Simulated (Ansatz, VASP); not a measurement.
One calculation of Pb, two programs

```
Pb
1.0
    -1.50718    1.50718    1.50718
     1.50718   -1.50718    1.50718
     1.50718    1.50718   -1.50718
Pb
1
Direct
  0.00000 0.00000 0.00000
```

Alike in both runs: task relaxation of cell and atoms; functional PBEsol; k mesh 10 × 10 × 10; occupations gaussian, width 0.1 eV; no spin polarisation.

|  | VASP | Ansatz |
| --- | --- | --- |
| version | VASP 6.6.1 | Ansatz 0.2.0 |
| potentials or method | VASP PAW PBE potentials, release 64 (Pb_d), cutoff 600 eV | scalar-relativistic, plane waves, PAW |
| valence electrons in the cell | 14 | 14 |

|  | VASP | Ansatz | Ansatz less VASP |
| --- | --- | --- | --- |
| gap on the k mesh at the Fermi level, each at its own relaxed structure (eV) | none | none | - |
| relaxed volume (Å³/atom) | 29.75 | 30.13 | +0.377 |
| relaxed cell length with the largest relative difference (Å) | 3.381 | 3.395 | +0.0142 |

VASP's potentials were made for PBE, not for PBEsol. A gap of «none» marks a metal or a gap that the smearing closes.

Neither program's run includes spin-orbit coupling. Noted on VASP's run: the volume moved by over 15 % at a fixed basis, so the end points are rough.
